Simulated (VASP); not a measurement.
# NaF (I-4m2) in VASP: a series of runs

The runs below take NaF through single point, with PBE, r2SCAN.

All numbers are computed with VASP 6.6.1; they aren't measurements. Logs are shortened: lines on timing, memory, paths and dates and some standing lists are left out, and cuts for length are marked.

**1. The cell of the first run**

Symmetry: I-4m2, No. 119, tetragonal system. The conventional cell has a = 3.556 Å, b = 3.556 Å, c = 5.123 Å, α = 90.00°, β = 90.00°, γ = 90.00°. Within 2.9 Å of Na (site symmetry -4m2) lie 4 F at 2.19 Å. Within 2.9 Å of F (site symmetry -4m2) lie 4 Na at 2.19 Å.

**2. Single point, PBE (epitaxial xy strain -0.7%)**

File INCAR:

```
PREC = Accurate ; ENCUT = 520
EDIFF = 1E-6 ; ISMEAR = -1
SIGMA = 0.02 ; LREAL = False
LASPH = True ; NELM = 60
ALGO = Normal ; ISIF = 2
LWAVE = False ; LCHARG = False
GGA = PE ; NBANDS = 14
```

File KPOINTS:

```
regular mesh
0
Gamma
  8 8 8
```

File POSCAR:

```
NaF
1.0
    0.0000000000      2.5148081609      2.5616422415
    2.5148081609      0.0000000000      2.5616422415
    2.5148081609      2.5148081609      0.0000000000
Na F
1 1
Direct
    0.0000000000      0.0000000000      0.0000000000
    0.2500000000      0.2500000000      0.2500000000
```

Potentials or basis: VASP PAW PBE potentials, release 64 (Na_pv, F).

Started as:

```sh
$ cat potpaw_PBE.64/Na_pv/POTCAR potpaw_PBE.64/F/POTCAR > POTCAR
$ mpirun -np 1 vasp_std > vasp.out
```

OUTCAR:

```text
PREC = Accurate
   ENCUT = 520
   EDIFF = 1E-6
   ISMEAR = -1
   LREAL = False
   LASPH = True
   NELM = 60
   ISIF = 2
   GGA = PE

 ion  position               nearest neighbor table
   1  0.000  0.000  0.000-   2 2.19   2 2.19   2 2.19   2 2.19
   2  0.250  0.250  0.250-   1 2.19   1 2.19   1 2.19   1 2.19

  LATTYP: Found a body centered tetragonal cell.
 ALAT       =     3.5564758079
 C/A-ratio  =     1.4405509161

  Lattice vectors:

 A1 = (  -2.5148081609,   0.0000000000,   2.5616422415)
 A2 = (   2.5148081609,   0.0000000000,   2.5616422415)
 A3 = (   0.0000000000,   2.5148081609,  -2.5616422415)

Analysis of symmetry for initial positions (statically):
=====================================================================
 Subroutine PRICEL returns:
 Original cell was already a primitive cell.

 Routine SETGRP: Setting up the symmetry group for a
 body centered tetragonal supercell.

 Subroutine GETGRP returns: Found  8 space group operations
 (whereof  8 operations were pure point group operations)
 out of a pool of 16 trial point group operations.

The static configuration has the point symmetry D_2d.

Analysis of symmetry for dynamics (positions and initial velocities):
=====================================================================
 Subroutine PRICEL returns:
 Original cell was already a primitive cell.

 Routine SETGRP: Setting up the symmetry group for a
 body centered tetragonal supercell.

 Subroutine GETGRP returns: Found  8 space group operations
 (whereof  8 operations were pure point group operations)
 out of a pool of 16 trial point group operations.

The dynamic configuration has the point symmetry D_2d.

 Subroutine INISYM returns: Found  8 space group operations
 (whereof  8 operations are pure point group operations),
 and found     1 'primitive' translations

----------------------------------------------------------------------------------------

                                     Primitive cell

  volume of cell :      32.4010

  direct lattice vectors                    reciprocal lattice vectors
     0.000000000  2.514808161  2.561642241    -0.198822323  0.198822323  0.195187287
     2.514808161  0.000000000  2.561642241     0.198822323 -0.198822323  0.195187287
     2.514808161  2.514808161  0.000000000     0.198822323  0.198822323 -0.195187287

  length of vectors
     3.589745264  3.589745264  3.556475808     0.342284544  0.342284544  0.342284544

  position of ions in fractional coordinates (direct lattice)
     0.000000000  0.000000000  0.000000000
     0.250000000  0.250000000  0.250000000

  ion indices of the primitive-cell ions
   primitive index   ion index
                 1           1
                 2           2

----------------------------------------------------------------------------------------

 KPOINTS: regular mesh

Automatic generation of k-mesh.
 Grid dimensions read from file:
 generate k-points for:    8    8    8

 Generating k-lattice:

  Cartesian coordinates                     Fractional coordinates (reciprocal lattice)
    -0.024852790  0.024852790  0.024398411     0.125000000  0.000000000  0.000000000
     0.024852790 -0.024852790  0.024398411     0.000000000  0.125000000  0.000000000
     0.024852790  0.024852790 -0.024398411     0.000000000  0.000000000  0.125000000

  Length of vectors
     0.042785568  0.042785568  0.042785568

  Shift w.r.t. Gamma in fractional coordinates (k-lattice)
     0.000000000  0.000000000  0.000000000

 Subroutine IBZKPT returns following result:
 ===========================================

 Found     59 irreducible k-points:

 Following reciprocal coordinates:
            Coordinates               Weight
  0.000000  0.000000  0.000000      1.000000
  0.125000  0.000000  0.000000      8.000000
  0.250000  0.000000  0.000000      8.000000
  0.375000  0.000000  0.000000      8.000000
  0.500000  0.000000  0.000000      4.000000
  0.125000  0.125000  0.000000      2.000000
[... 16 lines left out ...]
  0.250000  0.000000  0.125000     16.000000
  0.375000  0.000000  0.125000     16.000000
 [... further k-points ...]
   k-points           NKPTS =     59   k-points in BZ     NKDIM =     59   number of bands    NBANDS=     14
   number of dos      NEDOS =    301   number of ions     NIONS =      2
   total plane-waves  NPLWV =  21952
   dimension x,y,z NGX =    28 NGY =   28 NGZ =   28
   dimension x,y,z NGXF=    56 NGYF=   56 NGZF=   56
   ions per type =               1   1
   NGX,Y,Z   is equivalent  to a cutoff of  12.97, 12.97, 13.09 a.u.
   NGXF,Y,Z  is equivalent  to a cutoff of  25.93, 25.93, 26.18 a.u.
 SYSTEM =  unknown system
   PREC   = accura    normal or accurate (medium, high low for compatibility)
   ISTART =      0    job   : 0-new  1-cont  2-samecut
   ICHARG =      2    charge: 1-file 2-atom 10-const
   ISPIN  =      1    spin polarized calculation?
   LNONCOLLINEAR =      F non collinear calculations
   LSORBIT =      F    spin-orbit coupling
   LASPH  =      T    aspherical Exc in radial PAW
   ENCUT  =  520.0 eV  38.22 Ry    6.18 a.u.   6.67  6.67  6.61*2*pi/ulx,y,z
   NELM   =     60;   NELMIN=  2; NELMDL= -5     # of ELM steps
   EDIFF  = 0.1E-05   stopping-criterion for ELM
   LREAL  =      F    real-space projection
   EDIFFG = 0.1E-04   stopping-criterion for IOM
   NSW    =      0    number of steps for IOM
   IBRION =     -1    ionic relax: 0-MD 1-quasi-New 2-CG
   NFREE  =      0    steps in history (QN), initial steepest desc. (CG)
   ISIF   =      2    stress and relaxation
   ISYM   =      2    0-nonsym 1-usesym 2-fastsym
   POTIM  = 0.5000    time-step for ionic-motion
   TEBEG  =    0.0;   TEEND  =   0.0 temperature during run
   PSTRESS=    0.0 pullay stress
   NELECT =      14.0000    total number of electrons
   NUPDOWN=      -1.0000    fix difference up-down
   EMIN   =  10.00;   EMAX   =-10.00  energy-range for DOS
   EFERMI =   0.00;   METHOD = LEGACY
   ISMEAR =    -1;   SIGMA  =   0.02  broadening in eV -4-tet -1-fermi 0-gaus
   EFERMI_NEDOS =   21; number of points for ismear=-14 and -15
   IALGO  =     38    algorithm
   IMIX   =      4    mixing-type and parameters
     AMIX     =   0.40;   BMIX     =  1.00
     AMIX_MAG =   1.60;   BMIX_MAG =  1.00
  volume/ion in A,a.u.               =      16.20       109.33
  Fermi-wavevector in a.u.,A,eV,Ry     =   1.237651  2.338821 20.841124  1.531779
  Thomas-Fermi vector in A             =   2.372209
   LORBIT       =      0    0 simple, 1 ext, 2 COOP (PROOUT), +10 PAW based schemes
   GGA     = PE    functional components
   LHFCALC =     F    Hartree Fock is set to
   AEXX    =    0.0000 exact exchange contribution
   IVDW    =     0    specifies the selected vdW correction
   LEPSILON=     F    determine dielectric tensor
   LRPA    =     F    only Hartree local field effects (RPA)
 non-spin polarized calculation
  energy-cutoff  :      520.00
  volume of cell :       32.40
 maximum number of plane-waves:       893
   NGX = 13   NGY = 13   NGZ = 13

 number of electron      13.9999983 magnetization

 Free energy of the ion-electron system (eV)
  ---------------------------------------------------
  ext. energy  EPLUGINS =         0.00000000
  ---------------------------------------------------
  free energy    TOTEN  =        -8.38319593 eV

  energy without entropy =       -8.38319593  energy(sigma->0) =       -8.38319593

 E-fermi :  -2.8581     XC(G=0):  -7.7385

 val. band max:       -3.3832696419   @ k =  -0.1250   0.1250   0.0000
 cond. band min:       2.2264643182   @ k =   0.0000   0.0000   0.0000
 fundamental gap:      5.6097339601
 Fermi energy:        -2.8580919021

 k-point     1 :       0.0000    0.0000    0.0000
  band No.  band energies     occupation
      1     -22.2355      2.00000
      2     -22.2355      2.00000
      3     -22.2322      2.00000
      4     -22.1351      2.00000
      5      -3.3972      2.00000
      6      -3.3848      2.00000
      7      -3.3848      2.00000
      8       2.2265      0.00000
      9      15.9157      0.00000
     10      15.9528      0.00000
     11      15.9528      0.00000
     12      17.3447      0.00000
     13      17.6193      0.00000
     14      17.6193      0.00000

 k-point     2 :       0.1250    0.0000    0.0000
  band No.  band energies     occupation
      1     -22.4443      2.00000
      2     -22.2371      2.00000
      3     -22.2352      2.00000
      4     -21.9163      2.00000
      5      -3.5507      2.00000
      6      -3.3997      2.00000
      7      -3.3890      2.00000
      8       2.6501      0.00000
      9      14.0690      0.00000
     10      15.4633      0.00000
     11      15.6002      0.00000
     12      17.1043      0.00000
     13      17.3281      0.00000
     14      17.4793      0.00000

 k-point     3 :       0.2500    0.0000    0.0000
  band No.  band energies     occupation
      1     -22.6496      2.00000
      2     -22.2409      2.00000
      3     -22.2396      2.00000
      4     -21.6900      2.00000
      5      -3.8775      2.00000
      6      -3.4162      2.00000
      7      -3.3990      2.00000
      8       3.7396      0.00000
      9      11.4928      0.00000
     10      14.5558      0.00000
     11      14.7849      0.00000
     12      17.0669      0.00000
     13      17.5296      0.00000
     14      17.6471      0.00000
[... 324 lines left out ...]
 k-point    23 :       0.2500    0.0000    0.1250
  band No.  band energies     occupation
      1     -22.6355      2.00000
      2     -22.2450      2.00000
      3     -22.2416      2.00000
      4     -21.6987      2.00000
      5      -3.8044      2.00000
      6      -3.4427      2.00000
      7      -3.4297      2.00000
      8       3.6368      0.00000
      9      12.2492      0.00000
     10      13.9385      0.00000
     11      14.4725      0.00000
     12      16.0111      0.00000
     13      18.4879      0.00000
     14      18.8533      0.00000

 k-point    24 :       0.3750    0.0000    0.1250
  band No.  band energies     occupation
      1     -22.7694      2.00000
      2     -22.2514      2.00000
      3     -22.2471      2.00000
      4     -21.5412      2.00000
      5      -4.0521      2.00000
      6      -3.4686      2.00000
      7      -3.4504      2.00000
      8       4.9393      0.00000
      9       9.9709      0.00000
     10      13.1174      0.00000
     11      13.9815      0.00000
     12      16.5973      0.00000
     13      18.6952      0.00000
     14      18.9926      0.00000

 [... further k-points ...]
[... 5 lines left out ...]
  --------------------------------------------------------------------------------------
  -------------------------------------------------------------------------------------
  Total        0.4046773      0.4046773      0.3954723      0.0000000      0.0000000      0.0000000
  in kB       20.0106507     20.0106507     19.5554813      0.0000000      0.0000000      0.0000000
  external PRESSURE =      19.8589276 kB  Pullay stress =       0.0000000 kB

 VOLUME and BASIS-vectors are now :
 -----------------------------------------------------------------------------
  energy-cutoff  :      520.00
  volume of cell :       32.40
      direct lattice vectors                 reciprocal lattice vectors
     0.000000000  2.514808161  2.561642241    -0.198822323  0.198822323  0.195187287
     2.514808161  0.000000000  2.561642241     0.198822323 -0.198822323  0.195187287
     2.514808161  2.514808161  0.000000000     0.198822323  0.198822323 -0.195187287

 POSITION                                       TOTAL-FORCE (eV/Angst)
 -----------------------------------------------------------------------------------
      0.00000      0.00000      0.00000        -0.000000     -0.000000      0.000000
      1.25740      1.25740      1.28082         0.000000      0.000000     -0.000000
 -----------------------------------------------------------------------------------
    total drift:                               -0.000001     -0.000001     -0.000001

  FREE ENERGIE OF THE ION-ELECTRON SYSTEM (eV)
  ---------------------------------------------------
  free  energy   TOTEN  =        -8.3831959256 eV

  energy  without entropy=       -8.3831959256  energy(sigma->0) =       -8.38319593
```

Wall time 22 s (1 thread of AMD EPYC 7R13 (Zen 3), shared host); peak memory 0.13 GiB.

What came out:

```
Free energy            : -8.3832 eV
Pressure               : 2.0 GPa
Band gap on the k mesh : 5.61 eV, indirect (the least direct gap lies 1.5 meV higher)
```

Caveat: the cell differs from its parent crystal (epitaxial xy strain -0.7%). A k mesh can miss the band edges.

(Part 1 of 2 ends here.)
